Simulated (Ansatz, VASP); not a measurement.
## KSnH3: VASP beside Ansatz

INCAR

```
SYSTEM = KSnH3
  ALGO = Normal
  EDIFF = 1E-6
  ENCUT = 500
  GGA = PS
  GGA_COMPAT = .FALSE.
  ISIF = 2
  ISMEAR = 0
  LASPH = .TRUE.
  LCHARG = .FALSE.
  LREAL = .FALSE.
  LWAVE = .FALSE.
  NBANDS = 21
  NELM = 120
  PREC = Accurate
  SIGMA = 0.05
```

The input KPOINTS:

```
k-points
0
G
  4 4 4
  0 0 0
```

File POSCAR:

```
KSnH3
1.0
    4.3128803098      0.0000000000      0.0000000000
    0.0000000000      4.3128803098      0.0000000000
    0.0000000000      0.0000000000      4.3128803098
K Sn H
1 1 3
Direct
    0.0000000000      0.0000000000      0.0000000000
    0.5000000000      0.5000000000      0.5000000000
    0.5000000000      0.5000000000      0.0000000000
    0.5000000000      0.0000000000      0.5000000000
    0.0000000000      0.5000000000      0.5000000000
```

Input for Ansatz:

```yaml
crystal:
  lattice:
    - [4.3128803098, 0.0, 0.0]
    - [0.0, 4.3128803098, 0.0]
    - [0.0, 0.0, 4.3128803098]
  atoms:
    - { symbol: K, position: [0.0, 0.0, 0.0] }
    - { symbol: Sn, position: [0.5, 0.5, 0.5] }
    - { symbol: H, position: [0.5, 0.5, 0.0] }
    - { symbol: H, position: [0.5, 0.0, 0.5] }
    - { symbol: H, position: [0.0, 0.5, 0.5] }
basis:
  ecutwfc: 420
kpoints:
  mp_grid: { grid: [4, 4, 4] }
hamiltonian:
  xc: pbesol
scf:
  occupations: { method: gaussian, width: 0.05 }
output:
  forces: true
  stress: true
  eigenvalues: true
```

Alike in both runs: task single point; functional PBEsol; k mesh 4 × 4 × 4; occupations gaussian, width 0.05 eV; no spin polarisation.

|  | VASP | Ansatz |
| --- | --- | --- |
| version | VASP 6.6.1 | Ansatz 0.2.0 |
| potentials or method | VASP PAW PBE potentials, release 64 (K_sv, Sn_d, H), cutoff 500 eV | scalar-relativistic, plane waves, PAW |
| valence electrons in the cell | 26 | 26 |

|  | VASP | Ansatz | Ansatz less VASP |
| --- | --- | --- | --- |
| gap on the k mesh at the Fermi level (eV) | none | none | - |
| pressure (GPa) | 0.2 | 0.2 | +0.07 |

VASP's potentials were made for PBE, not for PBEsol. A gap of «none» marks a metal or a gap that the smearing closes.

The k mesh is coarse, so the values compare programs but aren't converged.
